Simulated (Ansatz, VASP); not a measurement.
## Two plane-wave programs on Au

```xyz
1
Lattice="0.0000 2.0406 2.0406 2.0406 0.0000 2.0406 2.0406 2.0406 0.0000" Properties=species:S:1:pos:R:3 pbc="T T T"
Au    0.0000    0.0000    0.0000
```

Alike in both runs: task relaxation of cell and atoms; functional PBEsol; k mesh 18 × 18 × 18; occupations fermi-dirac, width 0.05 eV; no spin polarisation.

|  | VASP | Ansatz |
| --- | --- | --- |
| version | VASP 6.6.1 | Ansatz 0.2.0 |
| potentials or method | VASP PAW PBE potentials, release 64 (Au) | PAW with Ansatz's default frozen-core files, scalar-relativistic |
| plane-wave cutoff (eV) | 500 | 420 |
| valence electrons in the cell | 11 | 19 |

```csv
,VASP,Ansatz,Ansatz less VASP
relaxed volume (Å³/atom),16.99,17.03,+0.030
relaxed cell length with the largest relative difference (Å),2.886,2.888,+0.0017
```

VASP's potentials were made for PBE, not for PBEsol. VASP's potentials hold 11 valence electrons a cell and Ansatz's 19, so a difference there can come from the potentials and not from the codes.

Spin-orbit coupling is off throughout. Noted on VASP's run: the relaxation stopped at its first step, so nothing moved.
